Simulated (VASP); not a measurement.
Here is a VASP 6.6.1 calculation.

INCAR

```
PREC = Accurate ; ENCUT = 500
EDIFF = 1E-7 ; ISMEAR = -1
SIGMA = 0.1 ; LREAL = False
LASPH = True ; NELM = 200
ALGO = Normal ; ISIF = 3
LWAVE = False ; LCHARG = False
ISPIN = 2 ; MAGMOM = 0.2
LORBIT = 11 ; GGA = PE
IBRION = 2 ; NSW = 60
EDIFFG = -0.02 ; GGA_COMPAT = False
NELMIN = 4
```

The input KPOINTS:

```
regular mesh
0
Gamma
  16 16 15
```

Contents of POSCAR:

```
Se
1.0
    2.9936294983      0.0000000000      0.0000000000
   -1.4968147491      2.5925591950      0.0000000000
    0.0000000000      0.0000000000      2.8140117284
Se
1
Direct
    0.0000000000      0.0000000000      0.0000000000
```

Potentials or basis: VASP PAW PBE potentials, release 64 (Se).

The run is started by

```sh
$ cat potpaw_PBE.64/Se/POTCAR > POTCAR
$ mpirun -np 1 vasp_std > vasp.out
```

Q: Estimate the relaxed cell.

A: a = 3.130 Å, b = 3.130 Å, c = 2.623 Å, α = 90.00°, β = 90.00°, γ = 120.00°.

Q: What does it give for the space group after relaxing (to 0.1 Å)?

A: P6/mmm (No. 191).

Q: Predict the net moment.

A: 0.00 μB per cell.

Q: Predict the band gap on the k mesh.

A: Zero (filled and empty bands overlap).

Final structure:
```
CELL_PARAMETERS angstrom
3.12961 0.00000 0.00000
-1.56481 2.71032 0.00000
0.00000 0.00000 2.62282
ATOMIC_POSITIONS crystal
Se 0.00000 0.00000 0.00000
```
